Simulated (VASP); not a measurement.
# F (C2/c) in VASP: single point with r2SCAN

Aim: the single point of F with r2SCAN.

Program: VASP 6.6.1. These are calculated values, not measurements. Logs are shortened: lines on timing, memory, paths and dates and some standing lists are left out, and cuts for length are marked.

## Step 1: The cell of the first run

The structure is monoclinic, space group C2/c (No. 15). The conventional cell has a = 5.178 Å, b = 3.290 Å, c = 6.654 Å, α = 90.00°, β = 92.79°, γ = 90.00°. F (site symmetry 1) has 1 F at 1.40 Å within 1.9 Å.

## Step 2: Single point, r2SCAN

Contents of POSCAR:

```
F
1.0
    2.5797287871     -1.6451727392      0.2165713253
    2.5797287871      1.6451727392      0.2165713253
   -0.8792564910      0.0000000000      6.5960486077
F
4
Direct
    0.9108172261      0.5902428915      0.0955370333
    0.4097571085      0.0891827739      0.4044629667
    0.0891827739      0.4097571085      0.9044629667
    0.5902428915      0.9108172261      0.5955370333
```

Contents of INCAR.step1:

```
PREC = Accurate
ENCUT = 520
ISMEAR = 0
SIGMA = 0.1
LREAL = F
LASPH = T
NELM = 100
NBANDS = 22
GGA = PE
ALGO = Normal
EDIFF = 1E-4
LWAVE = T
LCHARG = F
```

Contents of INCAR.step2:

```
PREC = Accurate
ENCUT = 520
EDIFF = 1E-7
ISMEAR = 0
SIGMA = 0.1
LREAL = F
LASPH = T
NELM = 100
ALGO = Normal
ISIF = 2
LWAVE = F
LCHARG = T
METAGGA = R2SCAN
LMIXTAU = T
LELF = T
LVHAR = T
NBANDS = 22
ISTART = 1
```

Contents of KPOINTS:

```
regular mesh
0
Gamma
  8 8 4
```

Potentials or basis: VASP PAW PBE potentials, release 64 (F).

The run is started by

```sh
$ cat potpaw_PBE.64/F/POTCAR > POTCAR
$ cp INCAR.step1 INCAR
$ mpirun -np 1 vasp_std > vasp.out
$ cp INCAR.step2 INCAR
$ mpirun -np 1 vasp_std > vasp.out
```

OUTCAR:

```text
PREC = Accurate
   ENCUT = 520
   EDIFF = 1E-7
   ISMEAR = 0
   LREAL = F
   LASPH = T
   NELM = 100
   ISIF = 2
   METAGGA = R2SCAN
   ISTART = 1

 ion  position               nearest neighbor table
   1  0.911  0.590  0.096-   3 1.40
   2  0.410  0.089  0.404-   4 1.40
   3  0.089  0.410  0.904-   1 1.40
   4  0.590  0.911  0.596-   2 1.40

  LATTYP: Found a base centered monoclinic cell.
 ALAT       =     5.1776070743
 B/A-ratio  =     0.6354953999
 C/A-ratio  =     1.2852256131
 COS(beta)  =    -0.0487451298

  Lattice vectors:

 A1 = (   2.5797287871,  -1.6451727392,   0.2165713253)
 A2 = (   2.5797287871,   1.6451727392,   0.2165713253)
 A3 = (  -0.8792564910,   0.0000000000,   6.5960486077)

Analysis of symmetry for initial positions (statically):
=====================================================================
 Subroutine PRICEL returns:
 Original cell was already a primitive cell.

 Routine SETGRP: Setting up the symmetry group for a
 base centered monoclinic supercell.

 Subroutine GETGRP returns: Found  4 space group operations
 (whereof  2 operations were pure point group operations)
 out of a pool of  4 trial point group operations.

The static configuration has the point symmetry S_2 .
 The point group associated with its full space group is C_2h.

Analysis of symmetry for dynamics (positions and initial velocities):
=====================================================================
 Subroutine PRICEL returns:
 Original cell was already a primitive cell.

 Routine SETGRP: Setting up the symmetry group for a
 base centered monoclinic supercell.

 Subroutine GETGRP returns: Found  4 space group operations
 (whereof  2 operations were pure point group operations)
 out of a pool of  4 trial point group operations.

The dynamic configuration has the point symmetry S_2 .
 The point group associated with its full space group is C_2h.

 Subroutine INISYM returns: Found  4 space group operations
 (whereof  2 operations are pure point group operations),
 and found     1 'primitive' translations

----------------------------------------------------------------------------------------

                                     Primitive cell

  volume of cell :      56.6151

  direct lattice vectors                    reciprocal lattice vectors
     2.579728787 -1.645172739  0.216571325     0.191673853 -0.303919454  0.025550218
     2.579728787  1.645172739  0.216571325     0.191673853  0.303919454  0.025550218
    -0.879256491  0.000000000  6.596048608    -0.012586645  0.000000000  0.149928111

  length of vectors
     3.067327354  3.067327354  6.654393226     0.360220368  0.360220368  0.150455516

  position of ions in fractional coordinates (direct lattice)
     0.910817226  0.590242891  0.095537033
     0.409757109  0.089182774  0.404462967
     0.089182774  0.409757109  0.904462967
     0.590242891  0.910817226  0.595537033

  ion indices of the primitive-cell ions
   primitive index   ion index
                 1           1
                 2           2
                 3           3
                 4           4

----------------------------------------------------------------------------------------

 KPOINTS: regular mesh

Automatic generation of k-mesh.
 Grid dimensions read from file:
 generate k-points for:    8    8    4

 Generating k-lattice:

  Cartesian coordinates                     Fractional coordinates (reciprocal lattice)
     0.023959232 -0.037989932  0.003193777     0.125000000  0.000000000  0.000000000
     0.023959232  0.037989932  0.003193777     0.000000000  0.125000000  0.000000000
    -0.003146661  0.000000000  0.037482028    -0.000000000 -0.000000000  0.250000000

  Length of vectors
     0.045027546  0.045027546  0.037613879

  Shift w.r.t. Gamma in fractional coordinates (k-lattice)
     0.000000000  0.000000000  0.000000000

 Subroutine IBZKPT returns following result:
 ===========================================

 Found     78 irreducible k-points:

 Following reciprocal coordinates:
            Coordinates               Weight
  0.000000  0.000000  0.000000      1.000000
  0.125000  0.000000 -0.000000      4.000000
  0.250000  0.000000 -0.000000      4.000000
  0.375000  0.000000 -0.000000      4.000000
  0.500000  0.000000 -0.000000      2.000000
  0.125000  0.125000 -0.000000      2.000000
[... 16 lines left out ...]
  0.125000  0.000000  0.250000      4.000000
  0.250000  0.000000  0.250000      4.000000
 [... further k-points ...]
   k-points           NKPTS =     78   k-points in BZ     NKDIM =     78   number of bands    NBANDS=     22
   number of dos      NEDOS =    301   number of ions     NIONS =      4
   total plane-waves  NPLWV =  28800
   dimension x,y,z NGX =    24 NGY =   24 NGZ =   50
   dimension x,y,z NGXF=    48 NGYF=   48 NGZF=  100
   ions per type =               4
   NGX,Y,Z   is equivalent  to a cutoff of  13.01, 13.01, 12.49 a.u.
   NGXF,Y,Z  is equivalent  to a cutoff of  26.02, 26.02, 24.98 a.u.
 SYSTEM =  unknown system
   PREC   = accura    normal or accurate (medium, high low for compatibility)
   ISTART =      1    job   : 0-new  1-cont  2-samecut
   ICHARG =      0    charge: 1-file 2-atom 10-const
   ISPIN  =      1    spin polarized calculation?
   LNONCOLLINEAR =      F non collinear calculations
   LSORBIT =      F    spin-orbit coupling
   LASPH  =      T    aspherical Exc in radial PAW
   ENCUT  =  520.0 eV  38.22 Ry    6.18 a.u.   5.70  5.70 12.37*2*pi/ulx,y,z
   NELM   =    100;   NELMIN=  2; NELMDL=  0     # of ELM steps
   EDIFF  = 0.1E-06   stopping-criterion for ELM
   LREAL  =      F    real-space projection
   EDIFFG = 0.1E-05   stopping-criterion for IOM
   NSW    =      0    number of steps for IOM
   IBRION =     -1    ionic relax: 0-MD 1-quasi-New 2-CG
   NFREE  =      0    steps in history (QN), initial steepest desc. (CG)
   ISIF   =      2    stress and relaxation
   ISYM   =      2    0-nonsym 1-usesym 2-fastsym
   POTIM  = 0.5000    time-step for ionic-motion
   TEBEG  =    0.0;   TEEND  =   0.0 temperature during run
   PSTRESS=    0.0 pullay stress
   NELECT =      28.0000    total number of electrons
   NUPDOWN=      -1.0000    fix difference up-down
   EMIN   =  10.00;   EMAX   =-10.00  energy-range for DOS
   EFERMI =   0.00;   METHOD = LEGACY
   ISMEAR =     0;   SIGMA  =   0.10  broadening in eV -4-tet -1-fermi 0-gaus
   EFERMI_NEDOS =   21; number of points for ismear=-14 and -15
   IALGO  =     38    algorithm
   IMIX   =      4    mixing-type and parameters
     AMIX     =   0.40;   BMIX     =  1.00
     AMIX_MAG =   1.60;   BMIX_MAG =  1.00
  volume/ion in A,a.u.               =      14.15        95.51
  Fermi-wavevector in a.u.,A,eV,Ry     =   1.294643  2.446520 22.804730  1.676100
  Thomas-Fermi vector in A             =   2.426213
   LORBIT       =      0    0 simple, 1 ext, 2 COOP (PROOUT), +10 PAW based schemes
   METAGGA = R2SCAN    functional components
   LHFCALC =     F    Hartree Fock is set to
   AEXX    =    0.0000 exact exchange contribution
   IVDW    =     0    specifies the selected vdW correction
   LEPSILON=     F    determine dielectric tensor
   LRPA    =     F    only Hartree local field effects (RPA)
 non-spin polarized calculation
 Gauss-broadening in eV      SIGMA  =   0.10
  energy-cutoff  :      520.00
  volume of cell :       56.62
 maximum number of plane-waves:      1540
   NGX = 11   NGY = 11   NGZ = 25

 number of electron      28.0000020 magnetization

 Free energy of the ion-electron system (eV)
  ---------------------------------------------------
  ext. energy  EPLUGINS =         0.00000000
  ---------------------------------------------------
  free energy    TOTEN  =       -12.46567075 eV

  energy without entropy =      -12.46567075  energy(sigma->0) =      -12.46567075

 E-fermi :  -4.7858     XC(G=0):  -8.5089

 val. band max:       -5.2633325352   @ k =   0.0000   0.0000   0.0000
 cond. band min:      -1.4916687360   @ k =   0.0000   0.0000   0.0000
 fundamental gap:      3.7716637992
 Fermi energy:        -4.7857655110

 k-point     1 :       0.0000    0.0000    0.0000
  band No.  band energies     occupation
      1     -31.5848      2.00000
      2     -31.4290      2.00000
      3     -24.9937      2.00000
      4     -24.5529      2.00000
      5     -11.8566      2.00000
      6     -10.9182      2.00000
[... 14 lines left out ...]
     21      16.9021      0.00000
     22      18.1747      0.00000

 k-point     2 :       0.1250    0.0000   -0.0000
  band No.  band energies     occupation
      1     -31.5608      2.00000
      2     -31.4166      2.00000
      3     -24.9721      2.00000
      4     -24.5653      2.00000
      5     -11.8333      2.00000
      6     -10.9539      2.00000
[... 14 lines left out ...]
     21      16.2713      0.00000
     22      17.0799      0.00000

 k-point     3 :       0.2500    0.0000   -0.0000
  band No.  band energies     occupation
      1     -31.4998      2.00000
      2     -31.3887      2.00000
      3     -24.9133      2.00000
      4     -24.6028      2.00000
      5     -11.7614      2.00000
      6     -11.0617      2.00000
[... 14 lines left out ...]
     21      15.3839      0.00000
     22      15.9891      0.00000

 k-point     4 :       0.3750    0.0000   -0.0000
  band No.  band energies     occupation
      1     -31.4295      2.00000
      2     -31.3687      2.00000
      3     -24.8318      2.00000
      4     -24.6640      2.00000
      5     -11.6342      2.00000
      6     -11.2381      2.00000
[... 14 lines left out ...]
     21      13.8471      0.00000
     22      14.1749      0.00000

 k-point     5 :       0.5000    0.0000   -0.0000
  band No.  band energies     occupation
      1     -31.3834      2.00000
      2     -31.3777      2.00000
      3     -24.7502      2.00000
      4     -24.7375      2.00000
      5     -11.4572      2.00000
      6     -11.4411      2.00000
[... 14 lines left out ...]
     21      12.4418      0.00000
     22      12.6691      0.00000

 k-point     6 :       0.1250    0.1250   -0.0000
  band No.  band energies     occupation
      1     -31.5608      2.00000
      2     -31.4100      2.00000
      3     -24.9723      2.00000
      4     -24.5470      2.00000
      5     -11.8308      2.00000
      6     -10.9269      2.00000
[... 14 lines left out ...]
     21      17.0202      0.00000
     22      17.7411      0.00000

 k-point     7 :       0.2500    0.1250   -0.0000
  band No.  band energies     occupation
      1     -31.5189      2.00000
      2     -31.3842      2.00000
      3     -24.9346      2.00000
      4     -24.5565      2.00000
      5     -11.7848      2.00000
      6     -10.9722      2.00000
[... 324 lines left out ...]
      6     -11.1454      2.00000
[... 14 lines left out ...]
     21      13.5154      0.00000
     22      13.5441      0.00000

 k-point    21 :       0.5000    0.5000   -0.0000
  band No.  band energies     occupation
      1     -31.4180      2.00000
      2     -31.2978      2.00000
      3     -24.8476      2.00000
      4     -24.5139      2.00000
      5     -11.6388      2.00000
      6     -10.9765      2.00000
[... 14 lines left out ...]
     21      13.3462      0.00000
     22      15.2942      0.00000

 k-point    22 :       0.0000    0.0000    0.2500
  band No.  band energies     occupation
      1     -31.5628      2.00000
      2     -31.4527      2.00000
      3     -24.9296      2.00000
      4     -24.6182      2.00000
      5     -11.7320      2.00000
      6     -11.0735      2.00000
[... 14 lines left out ...]
     21      18.2830      0.00000
     22      18.6280      0.00000

 k-point    23 :       0.1250    0.0000    0.2500
  band No.  band energies     occupation
      1     -31.5395      2.00000
      2     -31.4393      2.00000
      3     -24.9113      2.00000
      4     -24.6273      2.00000
      5     -11.7125      2.00000
      6     -11.0981      2.00000
[... 14 lines left out ...]
     21      16.4167      0.00000
     22      17.5824      0.00000

 k-point    24 :       0.2500    0.0000    0.2500
  band No.  band energies     occupation
      1     -31.4826      2.00000
      2     -31.4068      2.00000
      3     -24.8652      2.00000
      4     -24.6518      2.00000
      5     -11.6555      2.00000
      6     -11.1663      2.00000
[... 14 lines left out ...]
     21      14.3382      0.00000
     22      15.3851      0.00000

 [... further k-points ...]
[... 5 lines left out ...]
  --------------------------------------------------------------------------------------
  -------------------------------------------------------------------------------------
  Total       -0.2318573      0.0373739      0.9882086      0.0000000      0.0000000     -0.1336841
  in kB       -6.5614350      1.0576603     27.9657655      0.0000000      0.0000000     -3.7831883
  external PRESSURE =       7.4873303 kB  Pullay stress =       0.0000000 kB

 VOLUME and BASIS-vectors are now :
 -----------------------------------------------------------------------------
  energy-cutoff  :      520.00
  volume of cell :       56.62
      direct lattice vectors                 reciprocal lattice vectors
     2.579728787 -1.645172739  0.216571325     0.191673853 -0.303919454  0.025550218
     2.579728787  1.645172739  0.216571325     0.191673853  0.303919454  0.025550218
    -0.879256491  0.000000000  6.596048608    -0.012586645  0.000000000  0.149928111

 POSITION                                       TOTAL-FORCE (eV/Angst)
 -----------------------------------------------------------------------------------
      3.78833     -0.52740      0.95525        -0.051688      0.220938      0.468414
      0.93150     -0.52740      2.77591         0.051688      0.220938     -0.468414
      0.49187      0.52740      6.07394         0.051688     -0.220938     -0.468414
      3.34870      0.52740      4.25328        -0.051688     -0.220938      0.468414
 -----------------------------------------------------------------------------------
    total drift:                               -0.000000     -0.000000      0.000000

  FREE ENERGIE OF THE ION-ELECTRON SYSTEM (eV)
  ---------------------------------------------------
  free  energy   TOTEN  =       -12.4656707535 eV

  energy  without entropy=      -12.4656707535  energy(sigma->0) =      -12.46567075
```

It took 2.5 min on 1 thread of AMD EPYC 9R45 (Zen 5), shared host; peak memory 0.18 GiB.

What came out:

* Free energy: -12.4657 eV
* Pressure: 0.7 GPa
* Largest force: 0.520 eV/Å
* Band gap on the k mesh: 3.77 eV

Forces in eV/Å, atoms in the order of the input:
```
F   -0.052  0.221  0.468
F    0.052  0.221 -0.468
F    0.052 -0.221 -0.468
F   -0.052 -0.221  0.468
```

Caveat: the PAW data sets were made with another functional, which shifts forces and pressure a little. A k mesh can miss the band edges.
